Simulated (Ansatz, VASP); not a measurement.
# TiO2 in VASP and in Ansatz

The input INCAR:

```
SYSTEM = TiO2
  PREC = Accurate
  ENCUT = 600
  EDIFF = 1E-6
  ISMEAR = 0
  SIGMA = 0.1
  LREAL = .False.
  LASPH = .True.
  NELM = 120
  ALGO = Normal
  ISIF = 2
  LWAVE = .False.
  LCHARG = .False.
  GGA = PE
  NBANDS = 19
  GGA_COMPAT = .False.
```

File KPOINTS:

```
regular mesh
0
Gamma
  3 3 3
  0 0 0
```

File POSCAR:

```
TiO2
1.0
    1.4973312015      0.8644845722      6.9815443949
   -1.4973312015      0.8644845722      6.9815443949
    0.0000000000     -1.7289691445      6.9815443949
Ti O
1 2
Direct
    0.0000000000      0.0000000000      0.0000000000
    0.6204670000      0.6204670000      0.6204670000
    0.3795330000      0.3795330000      0.3795330000
```

Input for Ansatz:

```yaml
crystal:
  lattice:
    - [1.4973312015, 0.8644845722, 6.9815443949]
    - [-1.4973312015, 0.8644845722, 6.9815443949]
    - [0.0, -1.7289691445, 6.9815443949]
  atoms:
    - { symbol: Ti, position: [0.0, 0.0, 0.0] }
    - { symbol: O, position: [0.620467, 0.620467, 0.620467] }
    - { symbol: O, position: [0.379533, 0.379533, 0.379533] }
basis:
  ecutwfc: 420
kpoints:
  mp_grid: { grid: [3, 3, 3] }
hamiltonian:
  xc: pbe
scf:
  occupations: { method: gaussian, width: 0.1 }
output:
  forces: true
  stress: true
  eigenvalues: true
accuracy: high
```

Alike in both runs: task single point; functional PBE; k mesh 3 × 3 × 3; occupations gaussian, width 0.1 eV; no spin polarisation.

```csv
,VASP,Ansatz
version,VASP 6.6.1,Ansatz 0.2.0
potentials or method,"VASP PAW PBE potentials, release 64 (Ti_sv, O), cutoff 600 eV","scalar-relativistic, plane waves, PAW"
valence electrons in the cell,24,24
```

VASP gave:

```
gap on the k mesh at the Fermi level (eV)                     : 2.80
least direct gap on the mesh (eV)                             : 2.80
pressure (GPa)                                                : -0.3
traceless stress, the component that is largest in VASP (GPa) : -0.39
rms of the force components (eV/Å)                            : 0.034
```

Problem. Which values does Ansatz return?

Solution. gap on the k mesh at the Fermi level (eV): 2.82; least direct gap on the mesh (eV): 2.82; pressure (GPa): -0.6; traceless stress, the component that is largest in VASP (GPa): -0.16; rms of the force components (eV/Å): 0.061.

Atom by atom the forces differ by 0.026 eV/Å (rms over components).

The k mesh is coarse, so the values compare programs but aren't converged.
